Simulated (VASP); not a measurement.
Write the native input for VASP 6.6.1 that does the following.

```
Task                               : single point
Functional                         : PBE0
Potentials or basis                : VASP PAW PBE potentials, release 64 (Ga_d)
Cutoff                             : 520 eV
k mesh                             : 8 × 8 × 8
Occupations                        : fermi-dirac, width 0.05 eV
Spin                               : no spin polarisation
Dipole correction                  : no
Grid for exact exchange (PRECFOCK) : Normal
Further INCAR settings             : ALGO = Normal; EDIFF = 1e-06; NBANDS = 12
Share of exact exchange            : 0.25
```

Crystal: Ga.

```xyz
1
Lattice="-1.3657 1.3657 2.2800 1.3657 -1.3657 2.2800 1.3657 1.3657 -2.2800" Properties=species:S:1:pos:R:3 pbc="T T T"
Ga    0.0000    0.0000    0.0000
```

The input as run:

POSCAR

```
Ga
1.0
   -1.3656883352      1.3656883352      2.2799872528
    1.3656883352     -1.3656883352      2.2799872528
    1.3656883352      1.3656883352     -2.2799872528
Ga
1
Direct
    0.0000000000      0.0000000000      0.0000000000
```

INCAR.step1

```
PREC = Accurate ; ENCUT = 520
EDIFF = 1E-5 ; ISMEAR = -1
SIGMA = 0.05 ; LREAL = F
LASPH = T ; NELM = 80
ALGO = Normal ; ISIF = 2
LWAVE = T ; LCHARG = F
GGA = PE ; NBANDS = 12
KPAR = 4
```

INCAR.step2

```
PREC = Accurate ; ENCUT = 520
EDIFF = 1E-6 ; ISMEAR = -1
SIGMA = 0.05 ; LREAL = F
LASPH = T ; NELM = 80
ALGO = Normal ; ISIF = 2
LWAVE = F ; LCHARG = F
GGA = PE ; LHFCALC = T
AEXX = 0.25 ; PRECFOCK = Normal
ISTART = 1 ; NBANDS = 12
KPAR = 4
```

KPOINTS

```
Automatic mesh
0
Gamma
  8 8 8
```

Potentials or basis: VASP PAW PBE potentials, release 64 (Ga_d).

Run with:

```console
$ cat potpaw_PBE.64/Ga_d/POTCAR > POTCAR
$ cp INCAR.step1 INCAR
$ mpirun -np 4 vasp_std > vasp.out
$ cp INCAR.step2 INCAR
$ mpirun -np 4 vasp_std > vasp.out
```

Results of the run:

```
Pressure               : 5.5 GPa
Band gap on the k mesh : zero (an odd number of electrons rules out a gap without spin polarisation)
```

Caveat: the cell stands under pressure; the PAW data sets were made with another functional, which shifts forces and pressure a little.

Run time: 45 min on 4 MPI ranks on Oxide Virtual Turin-like Processor, with other jobs on the host, peak memory 0.13 GiB a rank.
